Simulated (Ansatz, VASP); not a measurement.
**One calculation of Cd, two programs**

```
Cd
1.0
    -1.78432    1.78432    1.78432
     1.78432   -1.78432    1.78432
     1.78432    1.78432   -1.78432
Cd
1
Direct
  0.00000 0.00000 0.00000
```

Alike in both runs: task single point; functional PBE; k mesh 7 × 7 × 7; occupations fermi-dirac, width 0.15 eV; no spin polarisation.

|  | VASP | Ansatz |
| --- | --- | --- |
| version | VASP 6.6.1 | Ansatz 0.2.0 |
| potentials or method | VASP PAW PBE potentials, release 64 (Cd), cutoff 500 eV | plane waves, PAW |
| valence electrons in the cell | 12 | 20 |

```csv
,VASP,Ansatz,Ansatz less VASP
pressure (GPa),1.2,1.0,-0.23
```

VASP's potentials hold 12 valence electrons a cell and Ansatz's 20, so a difference there can come from the potentials and not from the codes.
